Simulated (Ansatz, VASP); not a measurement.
## One calculation of Be4Se3, two programs

```
Be Se
1.0
     2.55520   -2.58408   -0.00027
     2.55645    2.58541   -0.00171
    -1.25689   -0.00246    9.63103
Be Se
4 3
Direct
  0.10371 0.67831 0.90044
  0.98253 0.45135 0.36594
  0.54870 0.01790 0.63399
  0.32200 0.89531 0.09968
  0.57645 0.55154 0.77124
  0.01540 0.98478 0.49999
  0.44914 0.42286 0.22872
```

Change from the starting cell: cell x1, atoms moved at random (sigma 0.15 Å) and cell strained at random (1.5 %), then relaxed without symmetry.

Alike in both runs: functional PBE; k mesh 4 × 4 × 2; occupations gaussian, width 0.1 eV; no spin polarisation.

Ansatz relaxed the structure, and its values are those at the end. VASP's run is a single point on that final structure, the one shown.

```csv
,VASP,Ansatz
version,VASP 6.6.1,Ansatz 0.2.0
potentials or method,"VASP PAW PBE potentials, release 64 (Be, Se), cutoff 520 eV","scalar-relativistic, plane waves, PAW"
valence electrons in the cell,26,56
```

Ansatz gave:

| Property | Result |
| --- | --- |
| gap on the k mesh at the Fermi level (eV) | 0.59 |
| least direct gap on the mesh (eV) | 1.04 |
| pressure (GPa) | 0.0 |
| rms of the force components (eV/Å) | 0.003 |

**Question.** Estimate VASP's values.

**Answer.** gap on the k mesh at the Fermi level (eV): 0.59; least direct gap on the mesh (eV): 1.04; pressure (GPa): 0.2; rms of the force components (eV/Å): 0.006.

With one functional, cell and mesh, what is left measures potentials, basis and numerics. VASP's potentials hold 26 valence electrons a cell and Ansatz's 56, so a difference there can come from the potentials and not from the codes.

The k mesh is coarse, so the values compare programs but aren't converged.
